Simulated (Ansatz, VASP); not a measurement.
# BP: VASP beside Ansatz

```
B P
1.0
     0.00000    2.35905    2.23122
     2.35905    0.00000    2.23122
     2.35905    2.35905    0.00000
B P
1 1
Cartesian
  0.0000 0.0000 0.0000
  1.1795 1.1795 1.1156
```

Change from the starting cell: epitaxial_xy strain +4.0%.

Alike in both runs: task single point; functional r2SCAN; k mesh 10 × 10 × 10; no spin polarisation.

```csv
,VASP,Ansatz
version,VASP 6.6.1,Ansatz 0.2.0
potentials or method,"VASP PAW PBE potentials, release 64 (B, P)","plane waves, PAW"
plane-wave cutoff (eV),520,500
occupations,"gaussian, width 0.01 eV",fixed
valence electrons in the cell,8,8
```

Ansatz gave:

| Property | Result |
| --- | --- |
| gap on the k mesh at the Fermi level (eV) | 0.66 |
| pressure (GPa) | -9.4 |
| traceless stress, the component that is largest in VASP (GPa) | 9.35 |

Task: Which values does VASP return?

Result: gap on the k mesh at the Fermi level (eV): 0.68; pressure (GPa): -9.8; traceless stress, the component that is largest in VASP (GPa): 9.40.

VASP's potentials were made for PBE, not for r2SCAN.
